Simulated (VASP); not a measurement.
# KTa6 in VASP: notebook

KTa6 is run at these levels: PBEsol; tasks: single point.

Program: VASP 6.6.1. These are calculated values, not measurements. Logs are shortened: lines on timing, memory, paths and dates and some standing lists are left out, and cuts for length are marked.

## Step 1: The cell of the first run

The cell holds a slab with vacuum, 7 atoms: a = 4.639 Å, b = 4.639 Å, c = 19.944 Å, α = 90.00°, β = 90.00°, γ = 120.00°.

## Step 2: Single point, PBEsol

INCAR

```
PREC = Accurate ; ENCUT = 520
EDIFF = 1E-6 ; ISMEAR = 0
SIGMA = 0.1 ; LREAL = False
LASPH = True ; NELM = 100
ALGO = Normal ; ISIF = 2
LWAVE = False ; LCHARG = False
LDIPOL = True ; IDIPOL = 3
DIPOL = 0.5 0.5 0.355 ; GGA = PS
NBANDS = 46
```

KPOINTS

```
Automatic mesh
0
Gamma
  6 6 1
```

POSCAR

```
KTa6
1.0
    4.6392671641      0.0000000000      0.0000000000
   -2.3196335820      4.0177232190      0.0000000000
    0.0000000000      0.0000000000     19.9438808521
Ta K
6 1
Direct
    0.6666666667      0.3333333333      0.2005627706
    0.3333333333      0.6666666667      0.2480453269
    0.0000000000      0.0000000000      0.2955278831
    0.6666666667      0.3333333333      0.3400187729
    0.3333333333      0.6666666667      0.3814681516
    0.0000000000      0.0000000000      0.4233820346
    0.0000000000      0.0000000000      0.5990095834
```

Potentials or basis: VASP PAW PBE potentials, release 64 (Ta_pv, K_sv).

Started as:

```
$ cat potpaw_PBE.64/Ta_pv/POTCAR potpaw_PBE.64/K_sv/POTCAR > POTCAR
$ mpirun -np 1 vasp_std > vasp.out
```

OUTCAR:

```text
PREC = Accurate
   ENCUT = 520
   EDIFF = 1E-6
   ISMEAR = 0
   LREAL = False
   LASPH = True
   NELM = 100
   ISIF = 2
   GGA = PS

 ion  position               nearest neighbor table
   1  0.667  0.333  0.201-   4 2.78   2 2.84   2 2.84   2 2.84   3 3.28   3 3.28   3 3.28
   2  0.333  0.667  0.248-   5 2.66   3 2.84   3 2.84   3 2.84   1 2.84   1 2.84   1 2.84   4 3.25
                             4 3.25   4 3.25
   3  0.000  0.000  0.296-   6 2.55   4 2.82   4 2.82   4 2.82   2 2.84   2 2.84   2 2.84   5 3.18
                             5 3.18   5 3.18   1 3.28   1 3.28   1 3.28
   4  0.667  0.333  0.340-   1 2.78   5 2.80   5 2.80   5 2.80   3 2.82   3 2.82   3 2.82   6 3.15
                             6 3.15   6 3.15   2 3.25   2 3.25   2 3.25
   5  0.333  0.667  0.381-   2 2.66   4 2.80   4 2.80   4 2.80   6 2.81   6 2.81   6 2.81   3 3.18
                             3 3.18   3 3.18
   6  0.000  0.000  0.423-   3 2.55   5 2.81   5 2.81   5 2.81   4 3.15   4 3.15   4 3.15   7 3.50

   7  0.000  0.000  0.599-   6 3.50

  LATTYP: Found a hexagonal cell.
 ALAT       =     4.6392671641
 C/A-ratio  =     4.2989291512

  Lattice vectors:

 A1 = (   4.6392671641,   0.0000000000,   0.0000000000)
 A2 = (  -2.3196335820,   4.0177232190,   0.0000000000)
 A3 = (   0.0000000000,   0.0000000000,  19.9438808521)

Analysis of symmetry for initial positions (statically):
=====================================================================
 Subroutine PRICEL returns:
 Original cell was already a primitive cell.

 Routine SETGRP: Setting up the symmetry group for a
 hexagonal supercell.

 Subroutine GETGRP returns: Found  6 space group operations
 (whereof  6 operations were pure point group operations)
 out of a pool of 24 trial point group operations.

The static configuration has the point symmetry C_3v.

Analysis of symmetry for dynamics (positions and initial velocities):
=====================================================================
 Subroutine PRICEL returns:
 Original cell was already a primitive cell.

 Routine SETGRP: Setting up the symmetry group for a
 hexagonal supercell.

 Subroutine GETGRP returns: Found  6 space group operations
 (whereof  6 operations were pure point group operations)
 out of a pool of 24 trial point group operations.

The dynamic configuration has the point symmetry C_3v.

 Subroutine INISYM returns: Found  6 space group operations
 (whereof  6 operations are pure point group operations),
 and found     1 'primitive' translations

----------------------------------------------------------------------------------------

                                     Primitive cell

  volume of cell :     371.7398

  direct lattice vectors                    reciprocal lattice vectors
     4.639267164  0.000000000  0.000000000     0.215551285  0.124448593  0.000000000
    -2.319633582  4.017723219  0.000000000     0.000000000  0.248897185  0.000000000
     0.000000000  0.000000000 19.943880852     0.000000000  0.000000000  0.050140693

  length of vectors
     4.639267164  4.639267164 19.943880852     0.248897185  0.248897185  0.050140693

  position of ions in fractional coordinates (direct lattice)
     0.666666667  0.333333333  0.200562771
     0.333333333  0.666666667  0.248045327
     0.000000000  0.000000000  0.295527883
     0.666666667  0.333333333  0.340018773
     0.333333333  0.666666667  0.381468152
     0.000000000  0.000000000  0.423382035
     0.000000000  0.000000000  0.599009583

  ion indices of the primitive-cell ions
   primitive index   ion index
                 1           1
                 2           2
                 3           3
                 4           4
                 5           5
                 6           6
                 7           7

----------------------------------------------------------------------------------------

 KPOINTS: Automatic mesh

Automatic generation of k-mesh.
 Grid dimensions read from file:
 generate k-points for:    6    6    1

 Generating k-lattice:

  Cartesian coordinates                     Fractional coordinates (reciprocal lattice)
     0.035925214  0.020741432  0.000000000     0.166666667  0.000000000  0.000000000
     0.000000000  0.041482864  0.000000000     0.000000000  0.166666667  0.000000000
     0.000000000  0.000000000  0.050140693     0.000000000  0.000000000  1.000000000

  Length of vectors
     0.041482864  0.041482864  0.050140693

  Shift w.r.t. Gamma in fractional coordinates (k-lattice)
     0.000000000  0.000000000  0.000000000

 Subroutine IBZKPT returns following result:
 ===========================================

 Found      7 irreducible k-points:

 Following reciprocal coordinates:
            Coordinates               Weight
  0.000000  0.000000  0.000000      1.000000
  0.166667  0.000000  0.000000      6.000000
  0.333333 -0.000000  0.000000      6.000000
  0.500000 -0.000000  0.000000      3.000000
  0.166667  0.166667  0.000000      6.000000
  0.333333  0.166667  0.000000     12.000000
  0.333333  0.333333  0.000000      2.000000
   k-points           NKPTS =      7   k-points in BZ     NKDIM =      7   number of bands    NBANDS=     46
   number of dos      NEDOS =    301   number of ions     NIONS =      7
   total plane-waves  NPLWV = 194400
   dimension x,y,z NGX =    36 NGY =   36 NGZ =  150
   dimension x,y,z NGXF=    72 NGYF=   72 NGZF=  300
   ions per type =               6   1
   NGX,Y,Z   is equivalent  to a cutoff of  12.90, 12.90, 12.50 a.u.
   NGXF,Y,Z  is equivalent  to a cutoff of  25.80, 25.80, 25.01 a.u.
 SYSTEM =  unknown system
   PREC   = accura    normal or accurate (medium, high low for compatibility)
   ISTART =      0    job   : 0-new  1-cont  2-samecut
   ICHARG =      2    charge: 1-file 2-atom 10-const
   ISPIN  =      1    spin polarized calculation?
   LNONCOLLINEAR =      F non collinear calculations
   LSORBIT =      F    spin-orbit coupling
   LASPH  =      T    aspherical Exc in radial PAW
   ENCUT  =  520.0 eV  38.22 Ry    6.18 a.u.   8.63  8.63 37.08*2*pi/ulx,y,z
   NELM   =    100;   NELMIN=  2; NELMDL= -5     # of ELM steps
   EDIFF  = 0.1E-05   stopping-criterion for ELM
   LREAL  =      F    real-space projection
   EDIFFG = 0.1E-04   stopping-criterion for IOM
   NSW    =      0    number of steps for IOM
   IBRION =     -1    ionic relax: 0-MD 1-quasi-New 2-CG
   NFREE  =      0    steps in history (QN), initial steepest desc. (CG)
   ISIF   =      2    stress and relaxation
   ISYM   =      2    0-nonsym 1-usesym 2-fastsym
   POTIM  = 0.5000    time-step for ionic-motion
   TEBEG  =    0.0;   TEEND  =   0.0 temperature during run
   PSTRESS=    0.0 pullay stress
   NELECT =      75.0000    total number of electrons
   NUPDOWN=      -1.0000    fix difference up-down
   EMIN   =  10.00;   EMAX   =-10.00  energy-range for DOS
   EFERMI =   0.00;   METHOD = LEGACY
   ISMEAR =     0;   SIGMA  =   0.10  broadening in eV -4-tet -1-fermi 0-gaus
   EFERMI_NEDOS =   21; number of points for ismear=-14 and -15
   IALGO  =     38    algorithm
   IMIX   =      4    mixing-type and parameters
     AMIX     =   0.40;   BMIX     =  1.00
     AMIX_MAG =   1.60;   BMIX_MAG =  1.00
  volume/ion in A,a.u.               =      53.11       358.37
  Fermi-wavevector in a.u.,A,eV,Ry     =   0.960172  1.814461 12.543615  0.921930
  Thomas-Fermi vector in A             =   2.089432
   LORBIT       =      0    0 simple, 1 ext, 2 COOP (PROOUT), +10 PAW based schemes
   GGA     = PS    functional components
   LHFCALC =     F    Hartree Fock is set to
   AEXX    =    0.0000 exact exchange contribution
   IVDW    =     0    specifies the selected vdW correction
   LEPSILON=     F    determine dielectric tensor
   LRPA    =     F    only Hartree local field effects (RPA)
 non-spin polarized calculation
 Gauss-broadening in eV      SIGMA  =   0.10
  energy-cutoff  :      520.00
  volume of cell :      371.74
 maximum number of plane-waves:     10037
 NGX is ok and might be reduce to    36
   NGX = 17   NGY = 17   NGZ = 75

 dipolmoment           0.000000      0.000000      0.392481 electrons x Angstroem

 number of electron      75.0000006 magnetization

 dipolmoment           0.000000      0.000000     -0.111417 electrons x Angstroem

 Free energy of the ion-electron system (eV)
  ---------------------------------------------------
  ext. energy  EPLUGINS =         0.00000000
  ---------------------------------------------------
  free energy    TOTEN  =       -69.33289056 eV

  energy without entropy =      -69.29269001  energy(sigma->0) =      -69.31279028

 E-fermi :   0.0409     XC(G=0):  -5.8768

 val. band max:        0.0232545336   @ k =   0.0000   0.0000   0.0000
 cond. band min:       0.0507757239   @ k =   0.5000  -0.0000   0.0000
 fundamental gap:      0.0275211903
 Fermi energy:         0.0408560887

 k-point     1 :       0.0000    0.0000    0.0000
  band No.  band energies     occupation
      1     -34.6697      2.00000
      2     -34.4889      2.00000
      3     -34.3429      2.00000
      4     -34.3429      2.00000
      5     -34.1632      2.00000
      6     -34.1632      2.00000
[... 38 lines left out ...]
     45       2.4036      0.00000
     46       2.4306      0.00000

 k-point     2 :       0.1667    0.0000    0.0000
  band No.  band energies     occupation
      1     -34.6783      2.00000
      2     -34.5072      2.00000
      3     -34.3846      2.00000
      4     -34.3564      2.00000
      5     -34.2462      2.00000
      6     -34.2120      2.00000
[... 38 lines left out ...]
     45       2.1215      0.00000
     46       2.2746      0.00000

 k-point     3 :       0.3333   -0.0000    0.0000
  band No.  band energies     occupation
      1     -34.6977      2.00000
      2     -34.5494      2.00000
      3     -34.4663      2.00000
      4     -34.3407      2.00000
      5     -34.2935      2.00000
      6     -34.2021      2.00000
[... 185 lines left out ...]
     45       1.6895      0.00000
     46       1.9000      0.00000

 k-point     7 :       0.3333    0.3333    0.0000
  band No.  band energies     occupation
      1     -34.7096      2.00000
      2     -34.6042      2.00000
      3     -34.3931      2.00000
      4     -34.3194      2.00000
      5     -34.3104      2.00000
      6     -34.2141      2.00000
[... 38 lines left out ...]
     45       1.5413      0.00000
     46       1.7545      0.00000

------------------------ aborting loop because EDIFF is reached ----------------------------------------

 vacuum level on the upper side and lower side of the slab       (xc-potential included)        -1.433        -0.222

  FORCE on cell =-STRESS in cart. coord.  units (eV):
  Direction    XX          YY          ZZ          XY          YZ          ZX
  --------------------------------------------------------------------------------------
  -------------------------------------------------------------------------------------
  Total       -5.3116958     -5.3116958     -3.6937735     -0.0000000     -0.0000000      0.0000000
  in kB      -22.8931055    -22.8931055    -15.9199529     -0.0000000     -0.0000000      0.0000000
  external PRESSURE =     -20.5687213 kB  Pullay stress =       0.0000000 kB

 VOLUME and BASIS-vectors are now :
 -----------------------------------------------------------------------------
  energy-cutoff  :      520.00
  volume of cell :      371.74
      direct lattice vectors                 reciprocal lattice vectors
     4.639267164  0.000000000  0.000000000     0.215551285  0.124448593  0.000000000
    -2.319633582  4.017723219  0.000000000     0.000000000  0.248897185  0.000000000
     0.000000000  0.000000000 19.943880852     0.000000000  0.000000000  0.050140693

 POSITION                                       TOTAL-FORCE (eV/Angst)
 -----------------------------------------------------------------------------------
      2.31963      1.33924      4.00000        -0.000000      0.000000      1.828776
     -0.00000      2.67848      4.94699         0.000000     -0.000000     -0.058620
      0.00000      0.00000      5.89397        -0.000000     -0.000000     -1.792847
      2.31963      1.33924      6.78129        -0.000000      0.000000      0.060501
     -0.00000      2.67848      7.60796         0.000000     -0.000000      0.219581
      0.00000      0.00000      8.44388        -0.000000      0.000000     -0.244937
      0.00000      0.00000     11.94658        -0.000000      0.000000     -0.012454
 -----------------------------------------------------------------------------------
    total drift:                                0.000000     -0.000000     -0.000440

  FREE ENERGIE OF THE ION-ELECTRON SYSTEM (eV)
  ---------------------------------------------------
  free  energy   TOTEN  =       -69.3328905616 eV

  energy  without entropy=      -69.2926900071  energy(sigma->0) =      -69.31279028

 vacuum level on the upper side and lower side of the slab         1.564         2.807
```

It took 2.7 min on 1 thread of Intel Xeon 6975P-C (Granite Rapids), shared host; peak memory 0.48 GiB.

What came out:

```
Free energy            : -69.3329 eV
Largest force          : 1.829 eV/Å
Band gap on the k mesh : zero (an odd number of electrons rules out a gap without spin polarisation)
```

Forces in eV/Å, atoms in the order of the input:
```
Ta   0.000  0.000  1.829
Ta   0.000  0.000 -0.059
Ta   0.000  0.000 -1.793
Ta   0.000  0.000  0.061
Ta   0.000  0.000  0.220
Ta   0.000  0.000 -0.245
K    0.000  0.000 -0.012
```

Caveat: the PAW data sets were made with another functional, which shifts forces and pressure a little; spin-orbit coupling is left out, which moves the levels of the heavy elements.

(Part 1 of 2 ends here.)
